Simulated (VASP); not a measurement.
## Si2W: electric field gradients with LDA

Crystal: Si2W.

```
Si W
1.0
    -1.60533    1.60533    3.91091
     1.60533   -1.60533    3.91091
     1.60533    1.60533   -3.91091
Si W
2 1
Direct
  0.33503 0.33503 0.00000
  0.66497 0.66497 0.00000
  0.00000 0.00000 0.00000
```

| Quantity | Value |
| --- | --- |
| Program | VASP 6.6.1 |
| Task | electric field gradients |
| Functional | LDA |
| Potentials or basis | VASP PAW LDA potentials, release 64 (Si, W_sv) |
| Cutoff | 520 eV |
| k mesh | 16 × 16 × 16 |
| Occupations | fermi-dirac, width 0.05 eV |
| Spin | no spin polarisation |
| Dipole correction | no |
| Further INCAR settings | ALGO = Normal; EDIFF = 1e-08; NBANDS = 18 |

| Item | Value |
| --- | --- |
| Pressure | -4.3 GPa |
| Largest force | 0.012 eV/Å |
| Band gap on the k mesh | zero (bands 11 and 12 overlap by 1.26 eV) |
| Largest electric field gradient by atom | Si -9.7; W -144.7 V/Å² |

Forces in eV/Å, atoms in the order of the input:
```
Si   0.000  0.000 -0.012
Si   0.000  0.000  0.012
W    0.000  0.000  0.000
```

Levels at points of the mesh, in eV from the Fermi level:
```
           k point  band 8  band 9  band 10  band 11  band 12  band 13  band 14  band 15
(0.00, 0.00, 0.00)   -3.35   -2.81    -2.81     0.60     2.79     3.04     3.11     3.11
(0.50, 0.00, 0.00)   -4.77   -2.79    -2.76    -0.43     2.66     2.83     3.96     4.42
(0.50, 0.50, 0.00)   -5.44   -4.96    -3.24    -1.66     2.86     2.92     3.10     3.94
(0.50, 0.50, 0.50)   -2.55   -0.78    -0.78    -0.50    -0.50     0.78     4.52     4.83
```

Electric field gradients, principal values (V/Å²):
```csv
atom,least,middle,greatest (by size)
1 Si,4.828,4.828,-9.656
2 Si,4.828,4.828,-9.656
3 W,72.358,72.358,-144.716
```

Wall time 2.5 min on 1 thread of Intel(R) Xeon(R) 6975P-C (Granite Rapids), with other jobs on the host, peak memory 0.35 GiB.

Caveat: the cell stands under tension; without QUAD_EFG the Cq values of the log hold for a quadrupole moment of 1 mb, not for the nuclei; spin-orbit coupling is left out, which moves the levels of the heavy elements.
